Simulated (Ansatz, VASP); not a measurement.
Rh: VASP beside Ansatz

```
CELL_PARAMETERS angstrom
0.00000 1.90155 1.88253
1.90155 0.00000 1.88253
1.90155 1.90155 0.00000
ATOMIC_POSITIONS crystal
Rh 0.00000 0.00000 0.00000
```

Change from the starting cell: zz strain of -1 %.

Alike in both runs: task single point; functional LDA; k mesh 16 × 16 × 16; occupations fermi-dirac, width 0.03 eV; no spin polarisation.

```csv
,VASP,Ansatz
version,VASP 6.6.1,Ansatz 0.2.0
potentials or method,"VASP PAW LDA potentials, release 64 (Rh_pv), cutoff 520 eV","all-electron LAPW, scalar-relativistic"
```

Ansatz gave:

```
pressure (GPa)                                                : -8.5
traceless stress, the component that is largest in VASP (GPa) : 1.65
```

Task: Estimate VASP's values.

Result: Pressure (GPa): -7.7; traceless stress, the component that is largest in VASP (GPa): 1.64.

LDA's correlation is that of Perdew and Zunger in VASP and of Perdew and Wang (1992) in Ansatz. Ansatz ran all-electron here, and VASP with PAW potentials.
